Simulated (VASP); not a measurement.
# SiO2 (seifertite) (Pbcn) in VASP: single point with r2SCAN

Aim: the single point of SiO2 (seifertite) with r2SCAN.

Program: VASP 6.6.1. These are calculated values, not measurements. Logs are shortened: lines on timing, memory, paths and dates and some standing lists are left out, and cuts for length are marked.

**1. The cell of the first run**

It takes space group Pbcn (No. 60, orthorhombic). Conventional cell: a = 4.071 Å, b = 5.030 Å, c = 4.483 Å, α = 90.00°, β = 90.00°, γ = 90.00°. Si (site symmetry 2) has 6 O at 1.76 to 1.82 Å within 2.3 Å. Within 2.3 Å of O (site symmetry 1) lie 3 Si at 1.76 to 1.82 Å.

**2. Single point, r2SCAN**

The input, POSCAR:

```
SiO2
1.0
    4.0714179117      0.0000000000      0.0000000000
    0.0000000000      5.0298116870      0.0000000000
    0.0000000000      0.0000000000      4.4828509959
Si O
4 8
Direct
    0.0000000000      0.1518678945      0.2500000000
    0.0000000000      0.8481321055      0.7500000000
    0.5000000000      0.3481321055      0.7500000000
    0.5000000000      0.6518678945      0.2500000000
    0.7311547921      0.6179392862      0.9196085285
    0.2688452079      0.3820607138      0.0803914715
    0.7688452079      0.8820607138      0.4196085285
    0.2311547921      0.1179392862      0.5803914715
    0.2311547921      0.8820607138      0.0803914715
    0.7688452079      0.1179392862      0.9196085285
    0.2688452079      0.6179392862      0.5803914715
    0.7311547921      0.3820607138      0.4196085285
```

The input, INCAR.step1:

```
PREC = Accurate ; ENCUT = 520
ISMEAR = 0 ; SIGMA = 0.01
LREAL = False ; LASPH = True
NELM = 60 ; NBANDS = 44
GGA = PE ; ALGO = Normal
EDIFF = 1E-4 ; LWAVE = True
LCHARG = False
```

The input, INCAR.step2:

```
PREC = Accurate ; ENCUT = 520
EDIFF = 1E-6 ; ISMEAR = 0
SIGMA = 0.01 ; LREAL = False
LASPH = True ; NELM = 60
ALGO = Normal ; ISIF = 2
LWAVE = False ; LCHARG = False
METAGGA = R2SCAN ; LMIXTAU = True
NBANDS = 44 ; ISTART = 1
```

The input, KPOINTS:

```
Automatic mesh
0
Gamma
  6 5 5
```

Potentials or basis: VASP PAW PBE potentials, release 64 (Si, O).

The run is started by

```bash
$ cat potpaw_PBE.64/Si/POTCAR potpaw_PBE.64/O/POTCAR > POTCAR
$ cp INCAR.step1 INCAR
$ mpirun -np 1 vasp_std > vasp.out
$ cp INCAR.step2 INCAR
$ mpirun -np 1 vasp_std > vasp.out
```

OUTCAR:

```text
PREC = Accurate
   ENCUT = 520
   EDIFF = 1E-6
   ISMEAR = 0
   LREAL = False
   LASPH = True
   NELM = 60
   ISIF = 2
   METAGGA = R2SCAN
   ISTART = 1

 ion  position               nearest neighbor table
   1  0.000  0.152  0.250-   8 1.76  10 1.76   6 1.77  12 1.77   7 1.82   9 1.82   2 2.71   2 2.71

   2  0.000  0.848  0.750-   7 1.76   9 1.76   5 1.77  11 1.77  10 1.82   8 1.82   1 2.71   1 2.71

   3  0.500  0.348  0.750-   6 1.76  12 1.76  10 1.77   8 1.77  11 1.82   5 1.82   4 2.71   4 2.71

   4  0.500  0.652  0.250-   5 1.76  11 1.76   9 1.77   7 1.77   6 1.82  12 1.82   3 2.71   3 2.71

   5  0.731  0.618  0.920-   4 1.76   2 1.77   3 1.82
   6  0.269  0.382  0.080-   3 1.76   1 1.77   4 1.82
   7  0.769  0.882  0.420-   2 1.76   4 1.77   1 1.82
   8  0.231  0.118  0.580-   1 1.76   3 1.77   2 1.82
   9  0.231  0.882  0.080-   2 1.76   4 1.77   1 1.82
  10  0.769  0.118  0.920-   1 1.76   3 1.77   2 1.82
  11  0.269  0.618  0.580-   4 1.76   2 1.77   3 1.82
  12  0.731  0.382  0.420-   3 1.76   1 1.77   4 1.82

  LATTYP: Found a simple orthorhombic cell.
 ALAT       =     4.0714179117
 B/A-ratio  =     1.1010540046
 C/A-ratio  =     1.2353955787

  Lattice vectors:

 A1 = (  -4.0714179117,   0.0000000000,   0.0000000000)
 A2 = (   0.0000000000,   0.0000000000,   4.4828509959)
 A3 = (   0.0000000000,   5.0298116870,   0.0000000000)

Analysis of symmetry for initial positions (statically):
=====================================================================
 Subroutine PRICEL returns:
 Original cell was already a primitive cell.

 Routine SETGRP: Setting up the symmetry group for a
 simple orthorhombic supercell.

 Subroutine GETGRP returns: Found  8 space group operations
 (whereof  2 operations were pure point group operations)
 out of a pool of  8 trial point group operations.

The static configuration has the point symmetry S_2 .
 The point group associated with its full space group is D_2h.

Analysis of symmetry for dynamics (positions and initial velocities):
=====================================================================
 Subroutine PRICEL returns:
 Original cell was already a primitive cell.

 Routine SETGRP: Setting up the symmetry group for a
 simple orthorhombic supercell.

 Subroutine GETGRP returns: Found  8 space group operations
 (whereof  2 operations were pure point group operations)
 out of a pool of  8 trial point group operations.

The dynamic configuration has the point symmetry S_2 .
 The point group associated with its full space group is D_2h.

 Subroutine INISYM returns: Found  8 space group operations
 (whereof  2 operations are pure point group operations),
 and found     1 'primitive' translations

----------------------------------------------------------------------------------------

                                     Primitive cell

  volume of cell :      91.8019

  direct lattice vectors                    reciprocal lattice vectors
     4.071417912  0.000000000  0.000000000     0.245614678  0.000000000  0.000000000
     0.000000000  5.029811687  0.000000000     0.000000000  0.198814600  0.000000000
     0.000000000  0.000000000  4.482850996     0.000000000  0.000000000  0.223072326

  length of vectors
     4.071417912  5.029811687  4.482850996     0.245614678  0.198814600  0.223072326

  position of ions in fractional coordinates (direct lattice)
     0.000000000  0.151867895  0.250000000
     0.000000000  0.848132105  0.750000000
     0.500000000  0.348132105  0.750000000
     0.500000000  0.651867895  0.250000000
     0.731154792  0.617939286  0.919608528
     0.268845208  0.382060714  0.080391472
     0.768845208  0.882060714  0.419608528
     0.231154792  0.117939286  0.580391472
     0.231154792  0.882060714  0.080391472
     0.768845208  0.117939286  0.919608528
     0.268845208  0.617939286  0.580391472
     0.731154792  0.382060714  0.419608528

  ion indices of the primitive-cell ions
   primitive index   ion index
                 1           1
                 2           2
                 3           3
                 4           4
                 5           5
                 6           6
                 7           7
                 8           8
                 9           9
                10          10
                11          11
                12          12

----------------------------------------------------------------------------------------

 KPOINTS: Automatic mesh

Automatic generation of k-mesh.
 Grid dimensions read from file:
 generate k-points for:    6    5    5

 Generating k-lattice:

  Cartesian coordinates                     Fractional coordinates (reciprocal lattice)
     0.040935780  0.000000000  0.000000000     0.166666667  0.000000000  0.000000000
     0.000000000  0.039762920  0.000000000     0.000000000  0.200000000  0.000000000
     0.000000000  0.000000000  0.044614465     0.000000000  0.000000000  0.200000000

  Length of vectors
     0.040935780  0.039762920  0.044614465

  Shift w.r.t. Gamma in fractional coordinates (k-lattice)
     0.000000000  0.000000000  0.000000000

 Subroutine IBZKPT returns following result:
 ===========================================

 Found     36 irreducible k-points:

 Following reciprocal coordinates:
            Coordinates               Weight
  0.000000  0.000000  0.000000      1.000000
  0.166667  0.000000  0.000000      2.000000
  0.333333  0.000000  0.000000      2.000000
  0.500000  0.000000  0.000000      1.000000
  0.000000  0.200000  0.000000      2.000000
  0.166667  0.200000  0.000000      4.000000
[... 16 lines left out ...]
  0.333333  0.400000  0.200000      8.000000
  0.500000  0.400000  0.200000      4.000000
 [... further k-points ...]
   k-points           NKPTS =     36   k-points in BZ     NKDIM =     36   number of bands    NBANDS=     44
   number of dos      NEDOS =    301   number of ions     NIONS =     12
   total plane-waves  NPLWV =  43200
   dimension x,y,z NGX =    30 NGY =   40 NGZ =   36
   dimension x,y,z NGXF=    60 NGYF=   80 NGZF=   72
   ions per type =               4   8
   NGX,Y,Z   is equivalent  to a cutoff of  12.25, 13.22, 13.35 a.u.
   NGXF,Y,Z  is equivalent  to a cutoff of  24.50, 26.44, 26.70 a.u.
 SYSTEM =  unknown system
   PREC   = accura    normal or accurate (medium, high low for compatibility)
   ISTART =      1    job   : 0-new  1-cont  2-samecut
   ICHARG =      0    charge: 1-file 2-atom 10-const
   ISPIN  =      1    spin polarized calculation?
   LNONCOLLINEAR =      F non collinear calculations
   LSORBIT =      F    spin-orbit coupling
   LASPH  =      T    aspherical Exc in radial PAW
   ENCUT  =  520.0 eV  38.22 Ry    6.18 a.u.   7.57  9.35  8.34*2*pi/ulx,y,z
   NELM   =     60;   NELMIN=  2; NELMDL=  0     # of ELM steps
   EDIFF  = 0.1E-05   stopping-criterion for ELM
   LREAL  =      F    real-space projection
   EDIFFG = 0.1E-04   stopping-criterion for IOM
   NSW    =      0    number of steps for IOM
   IBRION =     -1    ionic relax: 0-MD 1-quasi-New 2-CG
   NFREE  =      0    steps in history (QN), initial steepest desc. (CG)
   ISIF   =      2    stress and relaxation
   ISYM   =      2    0-nonsym 1-usesym 2-fastsym
   POTIM  = 0.5000    time-step for ionic-motion
   TEBEG  =    0.0;   TEEND  =   0.0 temperature during run
   PSTRESS=    0.0 pullay stress
   NELECT =      64.0000    total number of electrons
   NUPDOWN=      -1.0000    fix difference up-down
   EMIN   =  10.00;   EMAX   =-10.00  energy-range for DOS
   EFERMI =   0.00;   METHOD = LEGACY
   ISMEAR =     0;   SIGMA  =   0.01  broadening in eV -4-tet -1-fermi 0-gaus
   EFERMI_NEDOS =   21; number of points for ismear=-14 and -15
   IALGO  =     38    algorithm
   IMIX   =      4    mixing-type and parameters
     AMIX     =   0.40;   BMIX     =  1.00
     AMIX_MAG =   1.60;   BMIX_MAG =  1.00
  volume/ion in A,a.u.               =       7.65        51.63
  Fermi-wavevector in a.u.,A,eV,Ry     =   1.451613  2.743151 28.669938  2.107181
  Thomas-Fermi vector in A             =   2.569090
   LORBIT       =      0    0 simple, 1 ext, 2 COOP (PROOUT), +10 PAW based schemes
   METAGGA = R2SCAN    functional components
   LHFCALC =     F    Hartree Fock is set to
   AEXX    =    0.0000 exact exchange contribution
   IVDW    =     0    specifies the selected vdW correction
   LEPSILON=     F    determine dielectric tensor
   LRPA    =     F    only Hartree local field effects (RPA)
 non-spin polarized calculation
 Gauss-broadening in eV      SIGMA  =   0.01
  energy-cutoff  :      520.00
  volume of cell :       91.80
 maximum number of plane-waves:      2497
   NGX = 15   NGY = 19   NGZ = 17

 number of electron      63.9999979 magnetization

 Free energy of the ion-electron system (eV)
  ---------------------------------------------------
  ext. energy  EPLUGINS =         0.00000000
  ---------------------------------------------------
  free energy    TOTEN  =      -116.87853861 eV

  energy without entropy =     -116.87853861  energy(sigma->0) =     -116.87853861

 E-fermi :   7.7681     XC(G=0): -13.0092

 val. band max:        7.6556901654   @ k =   0.0000   0.0000   0.0000
 cond. band min:      14.4067466673   @ k =   0.0000   0.0000   0.0000
 fundamental gap:      6.7510565019
 Fermi energy:         7.7680913504

 k-point     1 :       0.0000    0.0000    0.0000
  band No.  band energies     occupation
      1     -15.4723      2.00000
      2     -12.6814      2.00000
      3     -12.4581      2.00000
      4     -12.1601      2.00000
      5     -11.8807      2.00000
      6     -11.1906      2.00000
[... 36 lines left out ...]
     43      21.2371      0.00000
     44      21.5800      0.00000

 k-point     2 :       0.1667    0.0000    0.0000
  band No.  band energies     occupation
      1     -15.3177      2.00000
      2     -12.8272      2.00000
      3     -12.4035      2.00000
      4     -12.0549      2.00000
      5     -11.9593      2.00000
      6     -11.3965      2.00000
[... 36 lines left out ...]
     43      21.2207      0.00000
     44      22.3426      0.00000

 k-point     3 :       0.3333    0.0000    0.0000
  band No.  band energies     occupation
      1     -14.8708      2.00000
      2     -13.4106      2.00000
      3     -12.2360      2.00000
      4     -11.8733      2.00000
      5     -11.7870      2.00000
      6     -11.6763      2.00000
[... 36 lines left out ...]
     43      21.4739      0.00000
     44      21.5121      0.00000

 k-point     4 :       0.5000    0.0000    0.0000
  band No.  band energies     occupation
      1     -14.1900      2.00000
      2     -14.1900      2.00000
      3     -11.9761      2.00000
      4     -11.9761      2.00000
      5     -11.5923      2.00000
      6     -11.5923      2.00000
[... 882 lines left out ...]
     43      21.8206      0.00000
     44      21.8681      0.00000

 k-point    23 :       0.3333    0.4000    0.2000
  band No.  band energies     occupation
      1     -14.1913      2.00000
      2     -13.6863      2.00000
      3     -12.2907      2.00000
      4     -12.2671      2.00000
      5     -12.0060      2.00000
      6     -11.9169      2.00000
[... 36 lines left out ...]
     43      21.8038      0.00000
     44      21.9625      0.00000

 k-point    24 :       0.5000    0.4000    0.2000
  band No.  band energies     occupation
      1     -13.7394      2.00000
      2     -13.7394      2.00000
      3     -12.4064      2.00000
      4     -12.4064      2.00000
      5     -12.0437      2.00000
      6     -12.0437      2.00000
[... 36 lines left out ...]
     43      21.9865      0.00000
     44      22.0019      0.00000

 [... further k-points ...]
[... 5 lines left out ...]
  --------------------------------------------------------------------------------------
  -------------------------------------------------------------------------------------
  Total        0.1617288      0.2181050      0.4306935      0.0000000      0.0000000      0.0000000
  in kB        2.8225801      3.8064889      7.5167001      0.0000000      0.0000000      0.0000000
  external PRESSURE =       4.7152564 kB  Pullay stress =       0.0000000 kB

 VOLUME and BASIS-vectors are now :
 -----------------------------------------------------------------------------
  energy-cutoff  :      520.00
  volume of cell :       91.80
      direct lattice vectors                 reciprocal lattice vectors
     4.071417912  0.000000000  0.000000000     0.245614678  0.000000000  0.000000000
     0.000000000  5.029811687  0.000000000     0.000000000  0.198814600  0.000000000
     0.000000000  0.000000000  4.482850996     0.000000000  0.000000000  0.223072326

 POSITION                                       TOTAL-FORCE (eV/Angst)
 -----------------------------------------------------------------------------------
      0.00000      0.76387      1.12071         0.000000      0.038809      0.000000
      0.00000      4.26594      3.36214         0.000000     -0.038809      0.000000
      2.03571      1.75104      3.36214         0.000000     -0.038809     -0.000000
      2.03571      3.27877      1.12071         0.000000      0.038809      0.000000
      2.97684      3.10812      4.12247         0.005283      0.004450     -0.010569
      1.09458      1.92169      0.36038        -0.005283     -0.004450      0.010569
      3.13029      4.43660      1.88104        -0.005283     -0.004450     -0.010569
      0.94113      0.59321      2.60181         0.005283      0.004450      0.010569
      0.94113      4.43660      0.36038         0.005283     -0.004450      0.010569
      3.13029      0.59321      4.12247        -0.005283      0.004450     -0.010569
      1.09458      3.10812      2.60181        -0.005283      0.004450      0.010569
      2.97684      1.92169      1.88104         0.005283     -0.004450     -0.010569
 -----------------------------------------------------------------------------------
    total drift:                                0.000000      0.000000      0.000000

  FREE ENERGIE OF THE ION-ELECTRON SYSTEM (eV)
  ---------------------------------------------------
  free  energy   TOTEN  =      -116.8785386140 eV

  energy  without entropy=     -116.8785386140  energy(sigma->0) =     -116.87853861
```

It took 6.8 min on 1 thread of Intel Xeon Platinum 8375C at 2.90GHz (Ice Lake), shared host; peak memory 0.26 GiB.

Results:

| Property | Result |
| --- | --- |
| Free energy | -116.8785 eV |
| Pressure | 0.5 GPa |
| Largest force | 0.039 eV/Å |
| Band gap on the k mesh | 6.75 eV, direct |

Forces on the atoms (eV/Å):
```
Si   0.000  0.039  0.000
Si   0.000 -0.039  0.000
Si   0.000 -0.039  0.000
Si   0.000  0.039  0.000
O    0.005  0.004 -0.011
O   -0.005 -0.004  0.011
O   -0.005 -0.004 -0.011
O    0.005  0.004  0.011
O    0.005 -0.004  0.011
O   -0.005  0.004 -0.011
O   -0.005  0.004  0.011
O    0.005 -0.004 -0.011
```

Caveat: the PAW data sets were made with another functional, which shifts forces and pressure a little. r2SCAN opens gaps a little over a GGA but as a rule still falls short of measured ones.
